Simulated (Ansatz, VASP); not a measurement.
**Two plane-wave programs on BaTiO3**

```
CELL_PARAMETERS angstrom
4.00600 0.00000 0.00000
0.00000 4.00600 0.00000
0.00000 0.00000 4.00600
ATOMIC_POSITIONS crystal
Ba 0.50000 0.50000 0.50000
Ti 0.00000 0.00000 0.00000
O 0.50000 0.00000 0.00000
O 0.00000 0.50000 0.00000
O 0.00000 0.00000 0.50000
```

Alike in both runs: functional PBE; k mesh 8 × 8 × 8; occupations fermi-dirac, width 0.02 eV; no spin polarisation.

Ansatz relaxed the structure, and its values are those at the end. VASP's run is a single point on that final structure, the one shown.

|  | VASP | Ansatz |
| --- | --- | --- |
| version | VASP 6.6.1 | Ansatz 0.2.0 |
| potentials or method | VASP PAW PBE potentials, release 64 (Ba_sv, Ti_sv, O) | plane-wave PAW, scalar-relativistic |
| plane-wave cutoff (eV) | 520 | 420 |
| valence electrons in the cell | 40 | 40 |

VASP gave:

| Item | Value |
| --- | --- |
| gap on the k mesh at the Fermi level (eV) | 1.74 |
| pressure (GPa) | 3.4 |

**Question.** What did Ansatz give for the same quantities?

**Answer.** gap on the k mesh at the Fermi level (eV): 1.81; pressure (GPa): 1.7.

Ansatz's warnings: stress scf threshold loose.

Spin-orbit coupling is off throughout.
